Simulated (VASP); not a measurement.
Runs of VASP 6.6.1 on Si2WC3. The structure is that of space group P6/mmm (No. 191), or close to it. The cells are those of the table. 

| cell | k mesh | gap on the mesh (eV) | pressure (GPa) | largest force (eV/Å) |
| --- | --- | --- | --- | --- |
| a = 5.273, b = 5.273, c = 2.612 Å, angles 90.0, 90.0, 120.0°, 6 atoms | 4 × 4 × 4 | none | 0.2 | - |
| a = 5.223, b = 5.223, c = 2.661 Å, angles 90.0, 90.0, 120.0°, 6 atoms | 4 × 4 × 4 | none | -0.2 | (b) |
| a = 4.858, b = 4.858, c = 2.861 Å, angles 90.0, 90.0, 120.0°, 6 atoms | 4 × 4 × 4 | none | 0.0 | - |
| a = 3.250, b = 3.250, c = 8.134 Å, angles 90.0, 90.0, 120.0°, 6 atoms | 5 × 5 × 2 | none | (a) | 0.01 |
| a = 4.903, b = 4.903, c = 2.831 Å, angles 90.0, 90.0, 120.0°, 6 atoms | 4 × 4 × 5 | none | -0.2 | - |

Alike in all rows: task single point; level PBE; potentials or basis VASP PAW PBE potentials, release 64 (Si, W_sv, C); no spin polarisation; cutoff (eV) 600; smearing gaussian 0.2 eV.

Q: Fill in the values left out.

A: (a) -0.1; (b) 0.07.

Caveats: all runs use coarse meshes; spin-orbit coupling is left out, which moves the levels of the heavy elements.

A k mesh can miss the band edges, and the runs leave out spin-orbit coupling on W.

A gap of «none» marks levels without a gap at the run's occupations.
